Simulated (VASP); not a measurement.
# MoS2 (P-3m1) in VASP: single point with PBE

Aim: the single point of MoS2 with PBE.

Everything below comes from runs of VASP 6.6.1. Logs are shortened: lines on timing, memory, paths and dates and some standing lists are left out, and cuts for length are marked.

## (1) The cell of the first run

The structure is trigonal, space group P-3m1 (No. 164). Conventional cell: a = 3.564 Å, b = 3.564 Å, c = 5.749 Å, α = 90.00°, β = 90.00°, γ = 120.00°. Within 3.3 Å of Mo (site symmetry -3m) lie 6 S at 2.52 Å. Within 3.3 Å of S (site symmetry 3m) lie 3 Mo at 2.52 Å.

## (2) Single point, PBE

Input file INCAR:

```
PREC     = Accurate       # precision mode
ENCUT    = 520            # plane-wave cutoff, eV
EDIFF    = 1E-6           # SCF threshold, eV
ISMEAR   = -1             # smearing method
SIGMA    = 0.04           # smearing width, eV
LREAL    = F              # projectors in reciprocal space
LASPH    = T              # aspherical terms in the spheres
NELM     = 100            # most SCF steps
ALGO     = Normal         # electronic algorithm
ISIF     = 2              # what is computed and relaxed
LWAVE    = F              # write WAVECAR
LCHARG   = F              # write CHGCAR
GGA      = PE             # functional
NBANDS   = 20             # bands
```

Input file KPOINTS:

```
regular mesh
0
Gamma
  5 5 3
```

Input file POSCAR:

```
MoS2
1.0
    3.5639467600      0.0000000000      0.0000000000
   -1.7819733800      3.0864684300      0.0000000000
    0.0000000000      0.0000000000      5.7493858200
Mo S
1 2
Direct
    0.0000000000      0.0000000000      0.0000000000
    0.3333333333      0.6666666667      0.2520000000
    0.6666666667      0.3333333333      0.7480000000
```

Potentials or basis: VASP PAW PBE potentials, release 64 (Mo_sv, S).

Run with:

```console
> cat potpaw_PBE.64/Mo_sv/POTCAR potpaw_PBE.64/S/POTCAR > POTCAR
> mpirun -np 1 vasp_std > vasp.out
```

OUTCAR:

```text
PREC = Accurate
   ENCUT = 520
   EDIFF = 1E-6
   ISMEAR = -1
   LREAL = F
   LASPH = T
   NELM = 100
   ISIF = 2
   GGA = PE

 ion  position               nearest neighbor table
   1  0.000  0.000  0.000-   2 2.52   3 2.52   3 2.52   2 2.52   3 2.52   2 2.52
   2  0.333  0.667  0.252-   1 2.52   1 2.52   1 2.52
   3  0.667  0.333  0.748-   1 2.52   1 2.52   1 2.52

  LATTYP: Found a hexagonal cell.
 ALAT       =     3.5639467600
 C/A-ratio  =     1.6132075497

  Lattice vectors:

 A1 = (   3.5639467600,   0.0000000000,   0.0000000000)
 A2 = (  -1.7819733800,   3.0864684300,   0.0000000000)
 A3 = (   0.0000000000,   0.0000000000,   5.7493858200)

Analysis of symmetry for initial positions (statically):
=====================================================================
 Subroutine PRICEL returns:
 Original cell was already a primitive cell.

 Routine SETGRP: Setting up the symmetry group for a
 hexagonal supercell.

 Subroutine GETGRP returns: Found 12 space group operations
 (whereof 12 operations were pure point group operations)
 out of a pool of 24 trial point group operations.

The static configuration has the point symmetry D_3d.

Analysis of symmetry for dynamics (positions and initial velocities):
=====================================================================
 Subroutine PRICEL returns:
 Original cell was already a primitive cell.

 Routine SETGRP: Setting up the symmetry group for a
 hexagonal supercell.

 Subroutine GETGRP returns: Found 12 space group operations
 (whereof 12 operations were pure point group operations)
 out of a pool of 24 trial point group operations.

The dynamic configuration has the point symmetry D_3d.

 Subroutine INISYM returns: Found 12 space group operations
 (whereof 12 operations are pure point group operations),
 and found     1 'primitive' translations

----------------------------------------------------------------------------------------

                                     Primitive cell

  volume of cell :      63.2433

  direct lattice vectors                    reciprocal lattice vectors
     3.563946760  0.000000000  0.000000000     0.280587805  0.161997445  0.000000000
    -1.781973380  3.086468430  0.000000000     0.000000000  0.323994890  0.000000000
[... 67 lines left out ...]
   ICHARG =      2    charge: 1-file 2-atom 10-const
   ISPIN  =      1    spin polarized calculation?
   LNONCOLLINEAR =      F non collinear calculations
   LSORBIT =      F    spin-orbit coupling
   LASPH  =      T    aspherical Exc in radial PAW
   ENCUT  =  520.0 eV  38.22 Ry    6.18 a.u.   6.63  6.63 10.69*2*pi/ulx,y,z
   NELM   =    100;   NELMIN=  2; NELMDL= -5     # of ELM steps
   EDIFF  = 0.1E-05   stopping-criterion for ELM
   LREAL  =      F    real-space projection
   EDIFFG = 0.1E-04   stopping-criterion for IOM
   NSW    =      0    number of steps for IOM
   IBRION =     -1    ionic relax: 0-MD 1-quasi-New 2-CG
   NFREE  =      0    steps in history (QN), initial steepest desc. (CG)
   ISIF   =      2    stress and relaxation
   ISYM   =      2    0-nonsym 1-usesym 2-fastsym
   POTIM  = 0.5000    time-step for ionic-motion
   TEBEG  =    0.0;   TEEND  =   0.0 temperature during run
   PSTRESS=    0.0 pullay stress
   NELECT =      26.0000    total number of electrons
   NUPDOWN=      -1.0000    fix difference up-down
   EMIN   =  10.00;   EMAX   =-10.00  energy-range for DOS
   EFERMI =   0.00;   METHOD = LEGACY
   ISMEAR =    -1;   SIGMA  =   0.04  broadening in eV -4-tet -1-fermi 0-gaus
   EFERMI_NEDOS =   21; number of points for ismear=-14 and -15
   IALGO  =     38    algorithm
   IMIX   =      4    mixing-type and parameters
     AMIX     =   0.40;   BMIX     =  1.00
     AMIX_MAG =   1.60;   BMIX_MAG =  1.00
  volume/ion in A,a.u.               =      21.08       142.26
  Fermi-wavevector in a.u.,A,eV,Ry     =   1.217291  2.300347 20.161081  1.481798
  Thomas-Fermi vector in A             =   2.352616
   LORBIT       =      0    0 simple, 1 ext, 2 COOP (PROOUT), +10 PAW based schemes
   GGA     = PE    functional components
   LHFCALC =     F    Hartree Fock is set to
   AEXX    =    0.0000 exact exchange contribution
   IVDW    =     0    specifies the selected vdW correction
   LEPSILON=     F    determine dielectric tensor
   LRPA    =     F    only Hartree local field effects (RPA)
 non-spin polarized calculation
  energy-cutoff  :      520.00
  volume of cell :       63.24
 maximum number of plane-waves:      1737
 NGX is ok and might be reduce to    28
   NGX = 13   NGY = 13   NGZ = 21

 number of electron      25.9999997 magnetization

 Free energy of the ion-electron system (eV)
  ---------------------------------------------------
  ext. energy  EPLUGINS =         0.00000000
  ---------------------------------------------------
  free energy    TOTEN  =       -20.43498549 eV

  energy without entropy =      -20.42860152  energy(sigma->0) =      -20.43179351

 E-fermi :   5.4760     XC(G=0): -10.0422

 val. band max:        5.4719751072   @ k =   0.4000   0.2000   0.0000
 cond. band min:       5.5629220166   @ k =   0.0000   0.0000   0.0000
 fundamental gap:      0.0909469095
 Fermi energy:         5.4759834219

 k-point     1 :       0.0000    0.0000    0.0000
  band No.  band energies     occupation
      1     -56.2747      2.00000
      2     -30.3500      2.00000
      3     -30.3500      2.00000
      4     -30.1409      2.00000
      5      -8.3416      2.00000
      6      -6.7639      2.00000
[... 265 lines left out ...]
     19      12.9913      0.00000
     20      13.7791      0.00000

------------------------ aborting loop because EDIFF is reached ----------------------------------------

  FORCE on cell =-STRESS in cart. coord.  units (eV):
  Direction    XX          YY          ZZ          XY          YZ          ZX
  --------------------------------------------------------------------------------------
  -------------------------------------------------------------------------------------
  Total       -6.1753477     -6.1753477     -1.7034761      0.0000000     -0.0000000      0.0000000
  in kB     -156.4434898   -156.4434896    -43.1550994      0.0000000     -0.0000000      0.0000000
  external PRESSURE =    -118.6806929 kB  Pullay stress =       0.0000000 kB

 VOLUME and BASIS-vectors are now :
 -----------------------------------------------------------------------------
  energy-cutoff  :      520.00
  volume of cell :       63.24
      direct lattice vectors                 reciprocal lattice vectors
     3.563946760  0.000000000  0.000000000     0.280587805  0.161997445  0.000000000
    -1.781973380  3.086468430  0.000000000     0.000000000  0.323994890  0.000000000
     0.000000000  0.000000000  5.749385820     0.000000000  0.000000000  0.173931622

 POSITION                                       TOTAL-FORCE (eV/Angst)
 -----------------------------------------------------------------------------------
      0.00000      0.00000      0.00000         0.000000      0.000000     -0.000000
     -0.00000      2.05765      1.44885         0.000000     -0.000000     -0.701063
      1.78197      1.02882      4.30054        -0.000000      0.000000      0.701063
 -----------------------------------------------------------------------------------
    total drift:                                0.000000     -0.000000      0.000000

  FREE ENERGIE OF THE ION-ELECTRON SYSTEM (eV)
  ---------------------------------------------------
  free  energy   TOTEN  =       -20.4349854919 eV

  energy  without entropy=      -20.4286015235  energy(sigma->0) =      -20.43179351
```

OSZICAR:

```text
N       E                     dE             d eps       ncg     rms          rms(c)
DAV:   1     0.177620488517E+03    0.17762E+03   -0.13039E+04   480   0.120E+03
DAV:   2    -0.145448873262E+02   -0.19217E+03   -0.18747E+03   588   0.303E+02
DAV:   3    -0.224620771183E+02   -0.79172E+01   -0.77599E+01   576   0.570E+01
DAV:   4    -0.225819624053E+02   -0.11989E+00   -0.11962E+00   584   0.736E+00
DAV:   5    -0.225838426918E+02   -0.18803E-02   -0.18801E-02   620   0.885E-01    0.167E+01
DAV:   6    -0.212315799689E+02    0.13523E+01   -0.22013E+01   484   0.231E+01    0.909E+00
DAV:   7    -0.205514713307E+02    0.68011E+00   -0.89433E+00   488   0.139E+01    0.456E+00
DAV:   8    -0.204356220229E+02    0.11585E+00   -0.73979E-01   544   0.454E+00    0.169E+00
DAV:   9    -0.204379426388E+02   -0.23206E-02   -0.27113E-02   544   0.103E+00    0.569E-01
DAV:  10    -0.204355053636E+02    0.24373E-02   -0.33613E-02   508   0.981E-01    0.264E-01
DAV:  11    -0.204351012923E+02    0.40407E-03   -0.15991E-03   560   0.244E-01    0.113E-01
DAV:  12    -0.204349874330E+02    0.11386E-03   -0.33886E-04   524   0.957E-02    0.574E-02
DAV:  13    -0.204349847360E+02    0.26971E-05   -0.15828E-04   536   0.718E-02    0.109E-02
DAV:  14    -0.204349854919E+02   -0.75598E-06   -0.35856E-06   608   0.122E-02
   1 F= -.20434985E+02 E0= -.20431794E+02  d E =-.638397E-02
```

stdout:

```text
POSCAR found type information on POSCAR MoS
 POSCAR found :  2 types and       3 ions
 scaLAPACK will be used
 LDA part: xc-table for (Slater+PW92), standard interpolation
 POSCAR, INCAR and KPOINTS ok, starting setup
 FFT: planning ... GRIDC
 FFT: planning ... GRID_SOFT
 FFT: planning ... GRID
 WAVECAR not read
 entering main loop
```

Wall time 12 s (1 thread of Intel Xeon Platinum 8488C (Sapphire Rapids), shared host); peak memory 0.18 GiB.

Results:

```yaml
Free_energy: -20.4350 eV
Pressure: -11.9 GPa
Largest_force: 0.701 eV/Å
Band_gap_on_the_k_mesh: zero (bands 13 and 14 overlap by 0.77 eV)
```

Forces in eV/Å, atoms in the order of the input:
```
Mo   0.000  0.000  0.000
S    0.000  0.000 -0.701
S    0.000  0.000  0.701
```

Caveat: the k points lie up to 0.41 Å⁻¹ apart, too coarse for converged energies and pressures of a metal; this functional lacks dispersion, which binds the layers, so the pressure and a relaxed spacing across them are unreliable.
